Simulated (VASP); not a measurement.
# KTaO3 (Pm-3m) in VASP: single point with LDA

Aim: the single point of KTaO3 with LDA.

Everything below comes from runs of VASP 6.6.1. Logs are shortened: lines on timing, memory, paths and dates and some standing lists are left out, and cuts for length are marked.

## Step 1: The cell of the first run

It takes space group Pm-3m (No. 221, cubic). The conventional cell has a = 3.995 Å, b = 3.995 Å, c = 3.995 Å, α = 90.00°, β = 90.00°, γ = 90.00°. Within 3.7 Å of K (site symmetry m-3m) lie 12 O at 2.82 Å and 8 Ta at 3.46 Å. Ta (site symmetry m-3m) has 6 O at 2.00 Å within 2.6 Å. O (site symmetry 4/mmm) has 2 Ta at 2.00 Å within 2.6 Å.

## Step 2: Single point, LDA

INCAR reads:

```
  PREC = Accurate
  ENCUT = 600
  EDIFF = 1E-6
  ISMEAR = 0
  SIGMA = 0.1
  LREAL = F
  LASPH = T
  NELM = 120
  ALGO = Normal
  ISIF = 2
  LWAVE = F
  LCHARG = F
  GGA = CA
  NBANDS = 27
  GGA_COMPAT = F
```

KPOINTS reads:

```
regular mesh
0
Gamma
  4 4 4
```

POSCAR reads:

```
KTaO3
1.0
    3.9948813700      0.0000000000      0.0000000000
    0.0000000000      3.9948813700      0.0000000000
    0.0000000000      0.0000000000      3.9948813700
K Ta O
1 1 3
Direct
    0.0000000000      0.0000000000      0.0000000000
    0.5000000000      0.5000000000      0.5000000000
    0.5000000000      0.5000000000      0.0000000000
    0.5000000000      0.0000000000      0.5000000000
    0.0000000000      0.5000000000      0.5000000000
```

Potentials or basis: VASP PAW LDA potentials, release 64 (K_sv, Ta_pv, O).

Launch:

```sh
> cat potpaw_LDA.64/K_sv/POTCAR potpaw_LDA.64/Ta_pv/POTCAR potpaw_LDA.64/O/POTCAR > POTCAR
> mpirun -np 1 vasp_std > vasp.out
```

OUTCAR:

```text
PREC = Accurate
   ENCUT = 600
   EDIFF = 1E-6
   ISMEAR = 0
   LREAL = F
   LASPH = T
   NELM = 120
   ISIF = 2
   GGA = CA

 ion  position               nearest neighbor table
   1  0.000  0.000  0.000-   3 2.82   4 2.82   5 2.82   4 2.82   5 2.82   3 2.82   5 2.82   5 2.82
                             3 2.82   4 2.82   4 2.82   3 2.82   2 3.46   2 3.46   2 3.46   2 3.46
   2  0.500  0.500  0.500-   3 2.00   4 2.00   5 2.00   3 2.00   4 2.00   5 2.00   1 3.46   1 3.46
                             1 3.46   1 3.46   1 3.46   1 3.46   1 3.46   1 3.46
   3  0.500  0.500  0.000-   2 2.00   2 2.00   1 2.82   1 2.82   1 2.82   1 2.82
   4  0.500  0.000  0.500-   2 2.00   2 2.00   1 2.82   1 2.82   1 2.82   1 2.82
   5  0.000  0.500  0.500-   2 2.00   2 2.00   1 2.82   1 2.82   1 2.82   1 2.82

  LATTYP: Found a simple cubic cell.
 ALAT       =     3.9948813700

  Lattice vectors:

 A1 = (   3.9948813700,   0.0000000000,   0.0000000000)
 A2 = (   0.0000000000,   3.9948813700,   0.0000000000)
 A3 = (   0.0000000000,   0.0000000000,   3.9948813700)

Analysis of symmetry for initial positions (statically):
=====================================================================
 Subroutine PRICEL returns:
 Original cell was already a primitive cell.

 Routine SETGRP: Setting up the symmetry group for a
 simple cubic supercell.

 Subroutine GETGRP returns: Found 48 space group operations
 (whereof 48 operations were pure point group operations)
 out of a pool of 48 trial point group operations.

The static configuration has the point symmetry O_h .

Analysis of symmetry for dynamics (positions and initial velocities):
=====================================================================
 Subroutine PRICEL returns:
 Original cell was already a primitive cell.

 Routine SETGRP: Setting up the symmetry group for a
 simple cubic supercell.

 Subroutine GETGRP returns: Found 48 space group operations
 (whereof 48 operations were pure point group operations)
 out of a pool of 48 trial point group operations.

The dynamic configuration has the point symmetry O_h .

 Subroutine INISYM returns: Found 48 space group operations
 (whereof 48 operations are pure point group operations),
 and found     1 'primitive' translations

----------------------------------------------------------------------------------------

                                     Primitive cell

  volume of cell :      63.7546

  direct lattice vectors                    reciprocal lattice vectors
     3.994881370  0.000000000  0.000000000     0.250320324  0.000000000  0.000000000
     0.000000000  3.994881370  0.000000000     0.000000000  0.250320324  0.000000000
     0.000000000  0.000000000  3.994881370     0.000000000  0.000000000  0.250320324

  length of vectors
     3.994881370  3.994881370  3.994881370     0.250320324  0.250320324  0.250320324

  position of ions in fractional coordinates (direct lattice)
     0.000000000  0.000000000  0.000000000
     0.500000000  0.500000000  0.500000000
     0.500000000  0.500000000  0.000000000
     0.500000000  0.000000000  0.500000000
     0.000000000  0.500000000  0.500000000

  ion indices of the primitive-cell ions
   primitive index   ion index
                 1           1
                 2           2
                 3           3
                 4           4
                 5           5

----------------------------------------------------------------------------------------

 KPOINTS: regular mesh

Automatic generation of k-mesh.
 Grid dimensions read from file:
 generate k-points for:    4    4    4

 Generating k-lattice:

  Cartesian coordinates                     Fractional coordinates (reciprocal lattice)
     0.062580081  0.000000000  0.000000000     0.250000000  0.000000000  0.000000000
     0.000000000  0.062580081  0.000000000     0.000000000  0.250000000  0.000000000
     0.000000000  0.000000000  0.062580081     0.000000000  0.000000000  0.250000000

  Length of vectors
     0.062580081  0.062580081  0.062580081

  Shift w.r.t. Gamma in fractional coordinates (k-lattice)
     0.000000000  0.000000000  0.000000000

 Subroutine IBZKPT returns following result:
 ===========================================

 Found     10 irreducible k-points:

 Following reciprocal coordinates:
            Coordinates               Weight
  0.000000  0.000000  0.000000      1.000000
  0.250000  0.000000  0.000000      6.000000
  0.500000  0.000000  0.000000      3.000000
  0.250000  0.250000  0.000000     12.000000
  0.500000  0.250000  0.000000     12.000000
  0.500000  0.500000  0.000000      3.000000
  0.250000  0.250000  0.250000      8.000000
  0.500000  0.250000  0.250000     12.000000
  0.500000  0.500000  0.250000      6.000000
  0.500000  0.500000  0.500000      1.000000
   k-points           NKPTS =     10   k-points in BZ     NKDIM =     10   number of bands    NBANDS=     27
   number of dos      NEDOS =    301   number of ions     NIONS =      5
   total plane-waves  NPLWV =  32768
   dimension x,y,z NGX =    32 NGY =   32 NGZ =   32
   dimension x,y,z NGXF=    64 NGYF=   64 NGZF=   64
   ions per type =               1   1   3
   NGX,Y,Z   is equivalent  to a cutoff of  13.32, 13.32, 13.32 a.u.
   NGXF,Y,Z  is equivalent  to a cutoff of  26.63, 26.63, 26.63 a.u.
 SYSTEM =  unknown system
   PREC   = accura    normal or accurate (medium, high low for compatibility)
   ISTART =      0    job   : 0-new  1-cont  2-samecut
   ICHARG =      2    charge: 1-file 2-atom 10-const
   ISPIN  =      1    spin polarized calculation?
   LNONCOLLINEAR =      F non collinear calculations
   LSORBIT =      F    spin-orbit coupling
   LASPH  =      T    aspherical Exc in radial PAW
   ENCUT  =  600.0 eV  44.10 Ry    6.64 a.u.   7.98  7.98  7.98*2*pi/ulx,y,z
   NELM   =    120;   NELMIN=  2; NELMDL= -5     # of ELM steps
   EDIFF  = 0.1E-05   stopping-criterion for ELM
   LREAL  =      F    real-space projection
   EDIFFG = 0.1E-04   stopping-criterion for IOM
   NSW    =      0    number of steps for IOM
   IBRION =     -1    ionic relax: 0-MD 1-quasi-New 2-CG
   NFREE  =      0    steps in history (QN), initial steepest desc. (CG)
   ISIF   =      2    stress and relaxation
   ISYM   =      2    0-nonsym 1-usesym 2-fastsym
   POTIM  = 0.5000    time-step for ionic-motion
   TEBEG  =    0.0;   TEEND  =   0.0 temperature during run
   PSTRESS=    0.0 pullay stress
   NELECT =      38.0000    total number of electrons
   NUPDOWN=      -1.0000    fix difference up-down
   EMIN   =  10.00;   EMAX   =-10.00  energy-range for DOS
   EFERMI =   0.00;   METHOD = LEGACY
   ISMEAR =     0;   SIGMA  =   0.10  broadening in eV -4-tet -1-fermi 0-gaus
   EFERMI_NEDOS =   21; number of points for ismear=-14 and -15
   IALGO  =     38    algorithm
   IMIX   =      4    mixing-type and parameters
     AMIX     =   0.40;   BMIX     =  1.00
     AMIX_MAG =   1.60;   BMIX_MAG =  1.00
  volume/ion in A,a.u.               =      12.75        86.05
  Fermi-wavevector in a.u.,A,eV,Ry     =   1.377734  2.603540 25.825924  1.898152
  Thomas-Fermi vector in A             =   2.502860
   LORBIT       =      0    0 simple, 1 ext, 2 COOP (PROOUT), +10 PAW based schemes
   GGA     = CA    functional components
   LHFCALC =     F    Hartree Fock is set to
   AEXX    =    0.0000 exact exchange contribution
   IVDW    =     0    specifies the selected vdW correction
   LEPSILON=     F    determine dielectric tensor
   LRPA    =     F    only Hartree local field effects (RPA)
 non-spin polarized calculation
 Gauss-broadening in eV      SIGMA  =   0.10
  energy-cutoff  :      600.00
  volume of cell :       63.75
 maximum number of plane-waves:      2176
 NGX is ok and might be reduce to    32
   NGX = 15   NGY = 15   NGZ = 15

 number of electron      37.9999993 magnetization

 Free energy of the ion-electron system (eV)
  ---------------------------------------------------
  ext. energy  EPLUGINS =         0.00000000
  ---------------------------------------------------
  free energy    TOTEN  =       -45.01415085 eV

  energy without entropy =      -45.01415085  energy(sigma->0) =      -45.01415085

 E-fermi :   2.0179     XC(G=0): -11.4042

 val. band max:        1.4930625459   @ k =   0.5000   0.5000   0.5000
 cond. band min:       3.4865693566   @ k =   0.0000   0.0000   0.0000
 fundamental gap:      1.9935068107
 Fermi energy:         2.0179209035

 k-point     1 :       0.0000    0.0000    0.0000
  band No.  band energies     occupation
      1     -32.4673      2.00000
      2     -32.4673      2.00000
      3     -32.4673      2.00000
      4     -25.3857      2.00000
      5     -15.7481      2.00000
      6     -15.0099      2.00000
[... 19 lines left out ...]
     26       9.2526      0.00000
     27       9.2526      0.00000

 k-point     2 :       0.2500    0.0000    0.0000
  band No.  band energies     occupation
      1     -32.5117      2.00000
      2     -32.4655      2.00000
      3     -32.4655      2.00000
      4     -25.3704      2.00000
      5     -15.6475      2.00000
      6     -14.9974      2.00000
[... 19 lines left out ...]
     26       9.9650      0.00000
     27      10.4278      0.00000

 k-point     3 :       0.5000    0.0000    0.0000
  band No.  band energies     occupation
      1     -32.5554      2.00000
      2     -32.4637      2.00000
      3     -32.4637      2.00000
      4     -25.3552      2.00000
      5     -15.6464      2.00000
      6     -14.9849      2.00000
[... 19 lines left out ...]
     26      10.7435      0.00000
     27      11.7774      0.00000

 k-point     4 :       0.2500    0.2500    0.0000
  band No.  band energies     occupation
      1     -32.5100      2.00000
      2     -32.5092      2.00000
      3     -32.4638      2.00000
      4     -25.3589      2.00000
      5     -15.4509      2.00000
      6     -14.7222      2.00000
[... 19 lines left out ...]
     26      10.6480      0.00000
     27      11.3057      0.00000

 k-point     5 :       0.5000    0.2500    0.0000
  band No.  band energies     occupation
      1     -32.5530      2.00000
      2     -32.5075      2.00000
      3     -32.4620      2.00000
      4     -25.3475      2.00000
      5     -15.3867      2.00000
      6     -14.6795      2.00000
[... 19 lines left out ...]
     26      11.3741      0.00000
     27      12.2983      0.00000

 k-point     6 :       0.5000    0.5000    0.0000
  band No.  band energies     occupation
      1     -32.5507      2.00000
      2     -32.5507      2.00000
      3     -32.4603      2.00000
      4     -25.3397      2.00000
      5     -15.2545      2.00000
      6     -14.1574      2.00000
[... 19 lines left out ...]
     26      13.1142      0.00000
     27      13.1147      0.00000

 k-point     7 :       0.2500    0.2500    0.2500
  band No.  band energies     occupation
      1     -32.5082      2.00000
      2     -32.5073      2.00000
      3     -32.5073      2.00000
      4     -25.3492      2.00000
      5     -15.0714      2.00000
      6     -14.5842      2.00000
[... 19 lines left out ...]
     26      11.3877      0.00000
     27      11.3878      0.00000

 k-point     8 :       0.5000    0.2500    0.2500
  band No.  band energies     occupation
      1     -32.5509      2.00000
      2     -32.5059      2.00000
      3     -32.5054      2.00000
      4     -25.3394      2.00000
      5     -14.9319      2.00000
      6     -14.5567      2.00000
[... 19 lines left out ...]
     26      11.7046      0.00000
     27      11.8531      0.00000

 k-point     9 :       0.5000    0.5000    0.2500
  band No.  band energies     occupation
      1     -32.5487      2.00000
      2     -32.5487      2.00000
      3     -32.5038      2.00000
      4     -25.3313      2.00000
      5     -14.7069      2.00000
      6     -14.1100      2.00000
[... 19 lines left out ...]
     26      12.1067      0.00000
     27      12.2461      0.00000

 k-point    10 :       0.5000    0.5000    0.5000
  band No.  band energies     occupation
      1     -32.5467      2.00000
      2     -32.5467      2.00000
      3     -32.5467      2.00000
      4     -25.3228      2.00000
      5     -14.0606      2.00000
      6     -14.0606      2.00000
[... 19 lines left out ...]
     26      11.9518      0.00000
     27      13.5693      0.00000

------------------------ aborting loop because EDIFF is reached ----------------------------------------

  FORCE on cell =-STRESS in cart. coord.  units (eV):
  Direction    XX          YY          ZZ          XY          YZ          ZX
  --------------------------------------------------------------------------------------
  -------------------------------------------------------------------------------------
  Total       -2.2051452     -2.2051452     -2.2051452     -0.0000000     -0.0000000      0.0000000
  in kB      -55.4161187    -55.4161187    -55.4161187     -0.0000000     -0.0000000      0.0000000
  external PRESSURE =     -55.4161187 kB  Pullay stress =       0.0000000 kB

 VOLUME and BASIS-vectors are now :
 -----------------------------------------------------------------------------
  energy-cutoff  :      600.00
  volume of cell :       63.75
      direct lattice vectors                 reciprocal lattice vectors
     3.994881370  0.000000000  0.000000000     0.250320324  0.000000000  0.000000000
     0.000000000  3.994881370  0.000000000     0.000000000  0.250320324  0.000000000
     0.000000000  0.000000000  3.994881370     0.000000000  0.000000000  0.250320324

 POSITION                                       TOTAL-FORCE (eV/Angst)
 -----------------------------------------------------------------------------------
      0.00000      0.00000      0.00000         0.000000      0.000000      0.000000
      1.99744      1.99744      1.99744         0.000000      0.000000      0.000000
      1.99744      1.99744      0.00000         0.000000      0.000000      0.000000
      1.99744      0.00000      1.99744         0.000000      0.000000      0.000000
      0.00000      1.99744      1.99744         0.000000      0.000000      0.000000
 -----------------------------------------------------------------------------------
    total drift:                                0.000000     -0.000000     -0.000000

  FREE ENERGIE OF THE ION-ELECTRON SYSTEM (eV)
  ---------------------------------------------------
  free  energy   TOTEN  =       -45.0141508511 eV

  energy  without entropy=      -45.0141508511  energy(sigma->0) =      -45.01415085
```

Run time: 13 s. Hardware: 1 thread of Intel Xeon Platinum 8375C at 2.90GHz (Ice Lake), shared host; peak memory 0.16 GiB.

Results:

```yaml
Free_energy: -45.0142 eV
Pressure: -5.5 GPa
Band_gap_on_the_k_mesh: 1.99 eV (least direct gap 2.62 eV)
```

Levels at points of the mesh, in eV from the valence-band top:
```csv
k point,band 17,band 18,band 19,band 20,band 21,band 22
"(0.00, 0.00, 0.00)",-0.63,-0.63,-0.63,1.99,1.99,1.99
"(0.50, 0.00, 0.00)",-1.55,-0.86,-0.86,2.16,4.89,4.89
"(0.50, 0.50, 0.00)",-1.45,-1.45,-0.04,4.93,4.93,6.19
"(0.50, 0.50, 0.50)",0.00,0.00,0.00,6.34,6.34,6.34
```

Caveat: the cell stands under tension; spin-orbit coupling is left out, which moves the levels of the heavy elements. A k mesh can miss the band edges.
